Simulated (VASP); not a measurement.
Runs of VASP 6.6.1 on Cr. The structure is that of space group Fd-3m (No. 227), or close to it. The cells are those of the table. 

```csv
task,spin,cell,k mesh,cutoff (eV),smearing,gap on the mesh (eV),pressure (GPa)
single point,off,"a = 3.606 Å, angles 60.0°, 2 atoms",17 × 17 × 17,520,fermi-dirac 0.1 eV,none,(a)
single point,off,"a = 3.456 Å, angles 60.0°, 2 atoms",12 × 12 × 12,520,fermi-dirac 0.1 eV,none,17.4
relaxation of cell and atoms,"collinear, antiferromagnetic start","relaxed from a = 3.578 Å, angles 60.0°, 2 atoms",11 × 11 × 11,600,fermi-dirac 0.05 eV,none,0.0
single point,off,"a = 3.654 Å, angles 60.0°, 2 atoms",12 × 12 × 12,520,fermi-dirac 0.1 eV,none,-3.5
single point,off,"a = 3.700 Å, angles 60.0°, 2 atoms",12 × 12 × 12,520,fermi-dirac 0.1 eV,none,-6.7
```

Alike in all rows: level PBE; potentials or basis VASP PAW PBE potentials, release 64 (Cr_pv).

Task: Estimate the missing entries.

Result: (a) 0.2.

A gap of «none» marks levels without a gap at the run's occupations.
